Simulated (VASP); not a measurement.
Here is a VASP 6.6.1 calculation.

The input INCAR:

```
SYSTEM = Pb
PREC = Accurate
ENCUT = 520
EDIFF = 1E-7
ISMEAR = -1
SIGMA = 0.05
LREAL = .FALSE.
LASPH = .TRUE.
NELM = 100
ALGO = Normal
ISIF = 2
LWAVE = .FALSE.
LCHARG = .TRUE.
GGA = PE
LELF = .TRUE.
LVHAR = .TRUE.
NBANDS = 13
```

The input KPOINTS:

```
regular mesh
0
G
  12 12 12
  0 0 0
```

The input POSCAR:

```
Pb
1.0
    0.0000000000      2.4514823183      2.5068470000
    2.4514823183      0.0000000000      2.5068470000
    2.4514823183      2.4514823183      0.0000000000
Pb
1
Direct
    0.0000000000      0.0000000000      0.0000000000
```

Potentials or basis: VASP PAW PBE potentials, release 64 (Pb_d).

The run is started by

```sh
$ cat potpaw_PBE.64/Pb_d/POTCAR > POTCAR
$ mpirun -np 1 vasp_std > vasp.out
```

Estimate the pressure.

2.9 GPa.

Estimate the band gap on the k mesh.

zero (band 7 reaches 14.81 eV, above the bottom of band 8 at 5.70 eV).

Stress tensor (GPa, compression positive):
```
2.68 0.00 0.00
0.00 2.68 0.00
0.00 0.00 3.27
```

Caveat: spin-orbit coupling is left out, which moves the levels of the heavy elements.
